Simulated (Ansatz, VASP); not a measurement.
One calculation of Mo, two programs

Contents of INCAR:

```
PREC = Accurate
ENCUT = 400
EDIFF = 1E-6
ISMEAR = 1
SIGMA = 0.1
LREAL = F
LASPH = T
NELM = 120
ALGO = Normal
ISIF = 2
LWAVE = F
LCHARG = F
LDIPOL = T
IDIPOL = 3
DIPOL = 0.5 0.5 0.646
GGA = PE
NBANDS = 66
GGA_COMPAT = F
NELMDL = -8
```

File KPOINTS:

```
regular mesh
0
Gamma
  12 8 1
```

POSCAR

```
Mo
1.0
    3.0037824999      0.0000000000      0.0000000000
    0.0000000000      4.2479899697      0.0000000000
    0.0000000000      0.0000000000     28.0620453403
Mo
8
Direct
    0.0000000000      0.0000000000      0.5233381258
    0.5000000000      0.5000000000      0.5200101960
    0.5000000000      1.0000000000      0.6035001537
    0.0000000000      0.5000000000      0.6057769437
    0.0000000000      1.0000000000      0.6888101094
    0.5000000000      0.5000000000      0.6873285095
    0.5000000000      0.0000000000      0.7679825532
    0.0000000000      0.5000000000      0.7705620911
```

Input for Ansatz:

```yaml
crystal:
  lattice:
    - [3.0037824999, 0.0, 0.0]
    - [0.0, 4.2479899697, 0.0]
    - [0.0, 0.0, 28.0620453403]
  atoms:
    - { symbol: Mo, position: [0.0, 0.0, 0.5233381258] }
    - { symbol: Mo, position: [0.5, 0.5, 0.520010196] }
    - { symbol: Mo, position: [0.5, 1.0, 0.6035001537] }
    - { symbol: Mo, position: [0.0, 0.5, 0.6057769437] }
    - { symbol: Mo, position: [0.0, 1.0, 0.6888101094] }
    - { symbol: Mo, position: [0.5, 0.5, 0.6873285095] }
    - { symbol: Mo, position: [0.5, 0.0, 0.7679825532] }
    - { symbol: Mo, position: [0.0, 0.5, 0.7705620911] }
basis:
  ecutwfc: 420
kpoints:
  mp_grid: { grid: [12, 8, 1] }
hamiltonian:
  xc: pbe
  pseudopotentials: { kind: paw, azcp: { folder: soft_1 } }
scf:
  occupations: { method: methfessel_paxton, width: 0.1 }
  n_extra_bands: 10
  max_iter: 160
output:
  forces: true
  eigenvalues: true
  write_density: true
  write_potential: true
  elf: true
  volumetric_format: npy
efield:
  axis: 3
  dipole_correction: true
```

Alike in both runs: task single point; functional PBE; k mesh 12 × 8 × 1; occupations methfessel-paxton of order 1, width 0.1 eV; no spin polarisation.

|  | VASP | Ansatz |
| --- | --- | --- |
| version | VASP 6.6.1 | Ansatz 0.2.0 |
| potentials or method | VASP PAW PBE potentials, release 64 (Mo_sv), cutoff 400 eV | scalar-relativistic, plane waves, PAW |
| valence electrons in the cell | 112 | 112 |

VASP gave:

- gap on the k mesh at the Fermi level (eV): none
- rms of the force components (eV/Å): 0.177

**Question.** Estimate Ansatz's values.

**Answer.** gap on the k mesh at the Fermi level (eV): none; rms of the force components (eV/Å): 0.179.

Atom by atom the forces differ by 0.011 eV/Å (rms over components). A gap of «none» marks a metal or a gap that the smearing closes. The functional is the same, so the differences come from potentials, cutoffs and numerics. Ansatz's warnings: xc potential rough in thin density.
